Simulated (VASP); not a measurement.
# C (Fmmm) in VASP: vibrations by perturbation theory with PBEsol

Aim: the vibrations by perturbation theory of C with PBEsol.

Program: VASP 6.6.1. These are calculated values, not measurements. Logs are shortened: lines on timing, memory, paths and dates and some standing lists are left out, and cuts for length are marked.

## 1. The cell of the first run

It takes space group Fmmm (No. 69, orthorhombic). The conventional cell has a = 2.456 Å, b = 4.254 Å, c = 6.696 Å, α = 90.00°, β = 90.00°, γ = 90.00°. Within 1.9 Å of C (site symmetry m2m) lie 3 C at 1.42 Å.

## 2. Vibrations by perturbation theory, PBEsol

The input, INCAR:

```
SYSTEM = C
PREC = Accurate
ENCUT = 520
EDIFF = 1E-8
ISMEAR = -1
SIGMA = 0.15
LREAL = .FALSE.
LASPH = .TRUE.
NELM = 100
ALGO = Normal
ISIF = 2
LWAVE = .FALSE.
LCHARG = .FALSE.
GGA = PS
NBANDS = 11
IBRION = 8
NSW = 1
```

The input, KPOINTS:

```
regular mesh
0
G
  16 16 16
  0 0 0
```

The input, POSCAR:

```
C
1.0
    0.0000000000      2.1270000000      3.3480000000
    1.2280000000      0.0000000000      3.3480000000
    1.2280000000      2.1270000000      0.0000000000
C
2
Direct
    0.1666700000      0.8333300000      0.1666700000
    0.8333300000      0.1666700000      0.8333300000
```

Potentials or basis: VASP PAW PBE potentials, release 64 (C).

Started as:

```
$ cat potpaw_PBE.64/C/POTCAR > POTCAR
$ mpirun -np 1 vasp_std > vasp.out
```

OUTCAR:

```text
SYSTEM = C
   PREC = Accurate
   ENCUT = 520
   EDIFF = 1E-8
   ISMEAR = -1
   LREAL = .FALSE.
   LASPH = .TRUE.
   NELM = 100
   ISIF = 2
   GGA = PS
   IBRION = 8
   NSW = 1

 ion  position               nearest neighbor table
   1  0.167  0.833  0.167-   2 1.42   2 1.42   2 1.42
   2  0.833  0.167  0.833-   1 1.42   1 1.42   1 1.42

  LATTYP: Found a face centered orthorhombic cell.
 ALAT       =     2.4560000000
 B/A-ratio  =     1.7320846906
 C/A-ratio  =     2.7263843648

  Lattice vectors:

 A1 = (   0.0000000000,   2.1270000000,   3.3480000000)
 A2 = (   1.2280000000,   0.0000000000,   3.3480000000)
 A3 = (   1.2280000000,   2.1270000000,   0.0000000000)

Analysis of symmetry for initial positions (statically):
=====================================================================
 Subroutine PRICEL returns:
 Original cell was already a primitive cell.

 Routine SETGRP: Setting up the symmetry group for a
 face centered orthorhombic supercell.

 Subroutine GETGRP returns: Found  8 space group operations
 (whereof  8 operations were pure point group operations)
 out of a pool of  8 trial point group operations.

The static configuration has the point symmetry D_2h.

Analysis of symmetry for dynamics (positions and initial velocities):
=====================================================================
 Subroutine PRICEL returns:
 Original cell was already a primitive cell.

 Routine SETGRP: Setting up the symmetry group for a
 face centered orthorhombic supercell.

 Subroutine GETGRP returns: Found  8 space group operations
 (whereof  8 operations were pure point group operations)
 out of a pool of  8 trial point group operations.

The dynamic configuration has the point symmetry D_2h.

 Subroutine INISYM returns: Found  8 space group operations
 (whereof  8 operations are pure point group operations),
 and found     1 'primitive' translations

----------------------------------------------------------------------------------------

                                     Primitive cell

  volume of cell :      17.4897

  direct lattice vectors                    reciprocal lattice vectors
     0.000000000  2.127000000  3.348000000    -0.407166124  0.235072873  0.149342891
     1.228000000  0.000000000  3.348000000     0.407166124 -0.235072873  0.149342891
     1.228000000  2.127000000  0.000000000     0.407166124  0.235072873 -0.149342891

  length of vectors
     3.966513961  3.566102635  2.456036034     0.493301943  0.493301943  0.493301943

  position of ions in fractional coordinates (direct lattice)
     0.166670000  0.833330000  0.166670000
     0.833330000  0.166670000  0.833330000

  ion indices of the primitive-cell ions
   primitive index   ion index
                 1           1
                 2           2

----------------------------------------------------------------------------------------

 KPOINTS: regular mesh

Automatic generation of k-mesh.
 Grid dimensions read from file:
 generate k-points for:   16   16   16

 Generating k-lattice:

  Cartesian coordinates                     Fractional coordinates (reciprocal lattice)
    -0.025447883  0.014692055  0.009333931     0.062500000  0.000000000  0.000000000
     0.025447883 -0.014692055  0.009333931     0.000000000  0.062500000  0.000000000
     0.025447883  0.014692055 -0.009333931     0.000000000  0.000000000  0.062500000

  Length of vectors
     0.030831371  0.030831371  0.030831371
[... 91 lines left out ...]

--------------------------------------- Ionic step        1  -------------------------------------------

 number of electron       8.0000000 magnetization

 Free energy of the ion-electron system (eV)
  ---------------------------------------------------
  ext. energy  EPLUGINS =         0.00000000
  ---------------------------------------------------
  free energy    TOTEN  =       -19.28217479 eV

  energy without entropy =      -19.27970271  energy(sigma->0) =      -19.28093875

 E-fermi :   4.7015     XC(G=0): -10.5823

 val. band max:        4.6694450232   @ k =   0.0000   0.3125   0.3125
 cond. band min:       4.7149169116   @ k =  -0.0625   0.2500   0.3125
 fundamental gap:      0.0454718884
 Fermi energy:         4.7015283490

 k-point     1 :       0.0000    0.0000    0.0000
  band No.  band energies     occupation
      1     -15.0214      2.00000
      2      -1.9401      2.00000
      3       1.7137      2.00000
      4       1.7389      2.00000
      5       8.7081      0.00000
      6      13.0623      0.00000
      7      13.1367      0.00000
      8      16.2346      0.00000
      9      17.6683      0.00000
     10      27.1629      0.00000
     11      30.2255      0.00000
[... 309 lines left out ...]
 k-point    24 :      -0.0625    0.0625    0.0000
  band No.  band energies     occupation
      1     -14.6460      2.00000
      2      -1.5133      2.00000
      3       0.3573      2.00000
      4       1.0028      2.00000
      5       9.1619      0.00000
      6      13.1944      0.00000
      7      14.6080      0.00000
      8      14.8962      0.00000
      9      18.3962      0.00000
     10      27.1464      0.00000
     11      28.3589      0.00000

 [... further k-points ...]

------------------------ aborting loop because EDIFF is reached ----------------------------------------

  FORCE on cell =-STRESS in cart. coord.  units (eV):
  Direction    XX          YY          ZZ          XY          YZ          ZX
  --------------------------------------------------------------------------------------
  -------------------------------------------------------------------------------------
  Total        0.2866729      0.2245208      0.1882805      0.0000000      0.0000000      0.0000000
  in kB       26.2612778     20.5677042     17.2478326      0.0000000      0.0000000      0.0000000
  external PRESSURE =      21.3589382 kB  Pullay stress =       0.0000000 kB

 VOLUME and BASIS-vectors are now :
 -----------------------------------------------------------------------------
  energy-cutoff  :      520.00
  volume of cell :       17.49
      direct lattice vectors                 reciprocal lattice vectors
     0.000000000  2.127000000  3.348000000    -0.407166124  0.235072873  0.149342891
     1.228000000  0.000000000  3.348000000     0.407166124 -0.235072873  0.149342891
     1.228000000  2.127000000  0.000000000     0.407166124  0.235072873 -0.149342891

 POSITION                                       TOTAL-FORCE (eV/Angst)
 -----------------------------------------------------------------------------------
      1.22800      0.70901      3.34800         0.000000     -0.002014      0.000000
      1.22800      3.54499      3.34800         0.000000      0.002014      0.000000
 -----------------------------------------------------------------------------------
    total drift:                               -0.000000     -0.000000     -0.000000

  FREE ENERGIE OF THE ION-ELECTRON SYSTEM (eV)
  ---------------------------------------------------
  free  energy   TOTEN  =       -19.2821747947 eV

  energy  without entropy=      -19.2797027055  energy(sigma->0) =      -19.28093875

[... ionic steps 2 to 3 ...]

--------------------------------------- Ionic step        4  -------------------------------------------

------------------------ aborting loop because EDIFF is reached ----------------------------------------

--------------------------------------- Ionic step        5  -------------------------------------------

------------------------ aborting loop because EDIFF is reached ----------------------------------------

--------------------------------------- Ionic step        6  -------------------------------------------

 Free energy of the ion-electron system (eV)
  ---------------------------------------------------
  ---------------------------------------------------
  free energy    TOTEN  =        -0.12266072 eV

  energy without entropy =       -0.12266072

------------------------ aborting loop because EDIFF is reached ----------------------------------------

 INTERNAL STRAIN TENSOR  FOR ION    1  DIRECTION 3   (eV/Angst):
 -----------------------------------------------------------------------------
    -0.00042  0.00000  0.00000
     0.00000 -0.00049 -0.13097
     0.00000 -0.11827 -0.00124

 INTERNAL STRAIN TENSOR FOR ION    2 for displacements in x,y,z  (eV/Angst):
          X           Y           Z          XY          YZ          ZX
  --------------------------------------------------------------------------------
  x     0.00000     0.00000     0.00000   -12.67487     0.00000     0.00000
  y   -12.90983    12.87536     0.00687     0.00000     0.00000     0.00000
  z     0.00000     0.00000     0.00000     0.00000     0.11827     0.00000

 SECOND DERIVATIVES (NOT SYMMETRIZED)
 ------------------------------------
               1X          1Y          1Z          2X          2Y          2Z
  1X   -55.587120    0.000000    0.000000   55.587120    0.000000    0.000000
  1Y     0.000000  -55.408697    0.000000    0.000000   55.408697    0.000000
  1Z     0.000000    0.000000  -16.570028    0.000000    0.000000   16.570028
  2X    55.587120    0.000000    0.000000  -55.587120    0.000000    0.000000
  2Y     0.000000   55.408697    0.000000    0.000000  -55.408697    0.000000
  2Z     0.000000    0.000000   16.570028    0.000000    0.000000  -16.570028

 Eigenvectors and eigenvalues of the dynamical matrix
 ----------------------------------------------------

   1 f  =   47.562342 THz   298.843007 2PiTHz 1586.508947 cm-1   196.701951 meV
             X         Y         Z           dx          dy          dz
      1.228000  0.709014  3.348000     0.707107    0.000000    0.000000
      1.228000  3.544986  3.348000    -0.707107    0.000000    0.000000
[... 21 lines left out ...]
   6 f  =    0.000000 THz     0.000000 2PiTHz    0.000000 cm-1     0.000000 meV
             X         Y         Z           dx          dy          dz
      1.228000  0.709014  3.348000     0.000000   -0.707107    0.000000
      1.228000  3.544986  3.348000     0.000000   -0.707107    0.000000

--------------------------------------------------------------------------------------------------------

 ELASTIC MODULI CONTR FROM IONIC RELAXATION (kBar)
 Direction    XX          YY          ZZ          XY          YZ          ZX
 --------------------------------------------------------------------------------
 XX        -275.5451    274.8093      0.1466      0.0000      0.0000      0.0000
 YY         274.8093   -274.0754     -0.1462     -0.0000     -0.0000      0.0000
 ZZ           0.1466     -0.1462     -0.0001     -0.0000     -0.0000      0.0000
 XY           0.0000     -0.0000     -0.0000   -264.7536     -0.0000      0.0000
 YZ           0.0000     -0.0000     -0.0000     -0.0000     -0.0773      0.0000
 ZX           0.0000      0.0000      0.0000      0.0000      0.0000      0.0000
 --------------------------------------------------------------------------------
```

Run time: 15 min. Hardware: 1 thread of Oxide Virtual Turin-like, shared host; peak memory 0.47 GiB.

Results:

* Highest phonon frequency at Γ: 1587 cm⁻¹

Phonon frequencies in cm⁻¹ (negative: imaginary):
| q point | frequencies |
| --- | --- |
| (0.000, 0.000, 0.000) | 0 0 0 866 1584 1587 |

Caveat: the cell stands under pressure or tension, which shifts response properties; this functional lacks dispersion, which binds layers or chains, so the pressure and a relaxed spacing across them are unreliable; the PAW data sets were made with another functional, which shifts forces and pressure a little.
